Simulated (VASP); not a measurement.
Here is a VASP 6.6.1 calculation.

File INCAR:

```
PREC = Accurate ; ENCUT = 520
EDIFF = 1E-7 ; ISMEAR = 0
SIGMA = 0.02 ; LREAL = Auto
LASPH = True ; NELM = 80
ALGO = Normal ; ISIF = 2
LWAVE = False ; LCHARG = False
GGA = PE ; NBANDS = 82
```

File KPOINTS:

```
Automatic mesh
0
Gamma
  2 2 2
  0.5 0.5 0.5
```

The input POSCAR:

```
SiO2
1.0
    5.0262964608     -5.0262964608      0.0000000000
   -5.0262964608     -5.0262964608      0.0000000000
    0.0000000000      0.0000000000     -7.3717295607
Si O
8 16
Direct
    0.5000000000      0.5000000000      0.0000000000
    0.0000000000      0.5000000000      0.5000000000
    0.0000000000      1.0000000000      1.0000000000
    0.5000000000      1.0000000000      0.5000000000
    0.7500000000      0.2500000000      0.2500000000
    0.2500000000      0.2500000000      0.7500000000
    0.2500000000      0.7500000000      0.2500000000
    0.7500000000      0.7500000000      0.7500000000
    0.9212397464      0.3287602536      0.3750000000
    0.4212397464      0.3287602536      0.8750000000
    0.4212397464      0.8287602536      0.3750000000
    0.9212397464      0.8287602536      0.8750000000
    0.8287602536      0.0787602536      0.1250000000
    0.3287602536      0.0787602536      0.6250000000
    0.3287602536      0.5787602536      0.1250000000
    0.8287602536      0.5787602536      0.6250000000
    0.6712397464      0.4212397464      0.1250000000
    0.1712397464      0.4212397464      0.6250000000
    0.1712397464      0.9212397464      0.1250000000
    0.6712397464      0.9212397464      0.6250000000
    0.5787602536      0.1712397464      0.3750000000
    0.0787602536      0.1712397464      0.8750000000
    0.0787602536      0.6712397464      0.3750000000
    0.5787602536      0.6712397464      0.8750000000
```

Potentials or basis: VASP PAW PBE potentials, release 64 (Si, O).

Command:

```bash
$ cat potpaw_PBE.64/Si/POTCAR potpaw_PBE.64/O/POTCAR > POTCAR
$ mpirun -np 1 vasp_std > vasp.out
```

(1) Estimate the pressure.

(2) Estimate the largest force.

Answers

(1) 0.1 GPa.

(2) 0.006 eV/Å.
